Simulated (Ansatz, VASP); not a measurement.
# One calculation of C, two programs

File INCAR:

```
PREC     = Accurate       # precision mode
ENCUT    = 520            # plane-wave cutoff, eV
EDIFF    = 1E-8           # SCF threshold, eV
ISMEAR   = -1             # smearing method
SIGMA    = 0.05           # smearing width, eV
LREAL    = F              # projectors in reciprocal space
LASPH    = T              # aspherical terms in the spheres
NELM     = 100            # most SCF steps
ALGO     = Normal         # electronic algorithm
ISIF     = 2              # what is computed and relaxed
LWAVE    = F              # write WAVECAR
LCHARG   = F              # write CHGCAR
GGA      = PE             # functional
LEFG     = T            
NBANDS   = 11             # bands
```

The input KPOINTS:

```
regular mesh
0
Gamma
  12 12 3
```

Contents of POSCAR:

```
C
1.0
    2.4561701622      0.0000000000      0.0000000000
   -1.2280850811      2.1271057565      0.0000000000
    0.0000000000      0.0000000000      8.5238033600
C
2
Direct
    0.6666666667      0.3333333333      0.0000000000
    0.3333333333      0.6666666667      0.0000000000
```

input.yaml

```yaml
crystal:
  lattice:
    - [2.4561701622, 0.0, 0.0]
    - [-1.2280850811, 2.1271057565, 0.0]
    - [0.0, 0.0, 8.52380336]
  atoms:
    - { symbol: C, position: [0.6666666667, 0.3333333333, 0.0] }
    - { symbol: C, position: [0.3333333333, 0.6666666667, 0.0] }
kpoints:
  mp_grid: { grid: [12, 12, 3] }
scf:
  occupations: { method: fermi_dirac, width: 0.05 }
hamiltonian:
  xc: pbe
  pseudopotentials: { kind: all_electron, datasets: crystal }
output:
  forces: true
  stress: true
  eigenvalues: true
  efg: {}
```

Alike in both runs: task electric field gradients; functional PBE; k mesh 12 × 12 × 3; occupations fermi-dirac, width 0.05 eV; no spin polarisation.

|  | VASP | Ansatz |
| --- | --- | --- |
| version | VASP 6.6.1 | Ansatz 0.2.0 |
| potentials or method | VASP PAW PBE potentials, release 64 (C), cutoff 520 eV | all-electron PAW datasets made for the slab |

VASP gave:

- gap on the k mesh at the Fermi level (eV): none
- size of Vzz on the site where it differs most (V/Å²): 31.3

Problem. Estimate Ansatz's values.

Solution. gap on the k mesh at the Fermi level (eV): none; size of Vzz on the site where it differs most (V/Å²): 26.1.

A gap of «none» marks a metal or a gap that the smearing closes. Ansatz ran all-electron here, and VASP with PAW potentials.
